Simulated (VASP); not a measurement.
Wanted: the native input for a VASP 6.6.1 run.

* Task: single point
* Functional: PBE
* Potentials or basis: VASP PAW PBE potentials, release 64 (Bi_d)
* Cutoff: 520 eV
* k mesh: 14 × 14 × 8
* Occupations: fermi-dirac, width 0.05 eV
* Spin: no spin polarisation
* Dipole correction: no
* Further INCAR settings: ALGO = Normal; EDIFF = 1e-07; NBANDS = 22

The structure of Bi lies in POSCAR:

```
Bi
1.0
    3.3552025240      0.0000000000      0.0000000000
   -1.6776012620      2.9056906206      0.0000000000
    0.0000000000      0.0000000000      5.4631257916
Bi
2
Direct
    0.3333333333      0.6666666667      0.2500000000
    0.6666666667      0.3333333333      0.7500000000
```

These files were run (other wordings do the same):

INCAR

```
PREC = Accurate
ENCUT = 520
EDIFF = 1E-7
ISMEAR = -1
SIGMA = 0.05
LREAL = F
LASPH = T
NELM = 80
ALGO = Normal
ISIF = 2
LWAVE = F
LCHARG = F
GGA = PE
NBANDS = 22
```

KPOINTS

```
regular mesh
0
Gamma
  14 14 8
```

Potentials or basis: VASP PAW PBE potentials, release 64 (Bi_d).

Launch:

```sh
$ cat potpaw_PBE.64/Bi_d/POTCAR > POTCAR
$ mpirun -np 1 vasp_std > vasp.out
```

Results of the run:

```yaml
Pressure: 13.4 GPa
Band_gap_on_the_k_mesh: zero (band 15 reaches 15.04 eV, above the bottom of band 16 at 6.97 eV)
```

Caveat: spin-orbit coupling is left out, which moves the levels of the heavy elements.

Run time: 110 s on 1 thread of AMD EPYC 9R45 (Zen 5) (shared host), peak memory 0.2 GiB.
